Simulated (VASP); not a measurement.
A run of VASP 6.6.1 is set up as follows.

INCAR

```
SYSTEM = Ru2Rh
ALGO     = Fast           ! electronic algorithm
EDIFF    = 1E-7           ! SCF threshold, eV
ENCUT    = 520            ! plane-wave cutoff, eV
GGA      = PE             ! functional
ISIF     = 2              ! what is computed and relaxed
ISMEAR   = 0              ! smearing method
LASPH    = .TRUE.         ! aspherical terms in the spheres
LCHARG   = .FALSE.        ! write CHGCAR
LREAL    = .FALSE.        ! projectors in reciprocal space
LWAVE    = .FALSE.        ! write WAVECAR
NBANDS   = 52             ! bands
NELM     = 100            ! most SCF steps
PREC     = Accurate       ! precision mode
SIGMA    = 0.1            ! smearing width, eV
```

File KPOINTS:

```
k-points
0
G
  18 18 4
  0 0 0
```

File POSCAR:

```
Ru2Rh
1.0
    2.7241359042      0.0000000289      0.0000000000
   -1.3620679771      2.3591708819      0.0000000000
    0.0000000000      0.0000000000     12.9442816000
Ru Rh
4 2
Direct
    0.3333333333      0.6666666667      0.5806400000
    0.6666666667      0.3333333333      0.0806400000
    0.3333333333      0.6666666667      0.9193600000
    0.6666666667      0.3333333333      0.4193600000
    0.3333333333      0.6666666667      0.2500000000
    0.6666666667      0.3333333333      0.7500000000
```

Potentials or basis: VASP PAW PBE potentials, release 64 (Ru_pv, Rh_pv).

The run is started by

```bash
$ cat potpaw_PBE.64/Ru_pv/POTCAR potpaw_PBE.64/Rh_pv/POTCAR > POTCAR
$ mpirun -np 1 vasp_std > vasp.out
```

Q: What does it give for the largest force?

A: 0.006 eV/Å.

Q: Predict the band gap on the k mesh.

A: Zero (bands 43 and 44 overlap by 2.67 eV).

Q: Estimate the pressure.

A: 0.0 GPa.

Forces on the atoms (eV/Å):
```
Ru   0.000  0.000  0.006
Ru   0.000  0.000  0.006
Ru   0.000  0.000 -0.006
Ru   0.000  0.000 -0.006
Rh   0.000  0.000  0.000
Rh   0.000  0.000  0.000
```
